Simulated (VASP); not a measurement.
Write the native input for VASP 6.6.1 that does the following.

* Task: relaxation of cell and atoms
* Functional: PBE
* Potentials or basis: VASP PAW PBE potentials, release 64 (As)
* Cutoff: 500 eV
* k mesh: 6 × 6 × 2
* Occupations: gaussian, width 0.1 eV
* Spin: no spin polarisation
* Dipole correction: no
* Further INCAR settings: ALGO = Normal; EDIFF = 1e-07; IBRION = 2; EDIFFG = -0.04; NSW = 90; ISIF = 3

The structure of As lies in POSCAR:

```
As
1.0
    3.3058903840      0.0000000000      0.0000000000
   -1.6529451920      2.8629850546      0.0000000000
    0.0000000000      0.0000000000      9.0038477937
As
4
Direct
    0.0000000000      0.0000000000      0.2500000000
    0.0000000000      0.0000000000      0.7500000000
    0.3333333333      0.6666666667      0.7500000000
    0.6666666667      0.3333333333      0.2500000000
```

The input as run:

INCAR

```
  ALGO = Normal
  EDIFF = 1E-7
  EDIFFG = -0.04
  ENCUT = 500
  GGA = PE
  GGA_COMPAT = False
  IBRION = 2
  ISIF = 3
  ISMEAR = 0
  LASPH = True
  LCHARG = False
  LREAL = False
  LWAVE = False
  NELM = 120
  NELMIN = 4
  NSW = 90
  PREC = Accurate
  SIGMA = 0.1
```

KPOINTS

```
k-points
0
Gamma
  6 6 2
```

Potentials or basis: VASP PAW PBE potentials, release 64 (As).

Command:

```sh
$ cat potpaw_PBE.64/As/POTCAR > POTCAR
$ mpirun -np 1 vasp_std > vasp.out
```

Results of the run:

```yaml
Relaxed_volume: 24.95 Å³/atom
Relaxed_cell: a = 4.429 Å, b = 4.429 Å, c = 5.874 Å, α = 90.00°, β = 90.00°, γ = 120.00°
Space_group_after_relaxing_to_0.05_Å: P6_3/mmc (No. 194)
Energy_gained_by_relaxing: 4570.6 meV/atom
Ionic_steps: 21
Pressure_after_relaxing: 0.1 GPa
Band_gap_on_the_k_mesh: zero (band 10 reaches 4.47 eV, above the bottom of band 11 at 3.67 eV)
```

Caveat: the k points lie up to 0.53 Å⁻¹ apart in the final cell; the volume moved by over 15 % at a fixed basis, so the end points are rough; this functional lacks dispersion, which binds the layers, so the pressure and a relaxed spacing across them are unreliable.

Run time: 8.2 min on 1 thread of Intel Xeon 8259CL (shared host), peak memory 0.2 GiB.
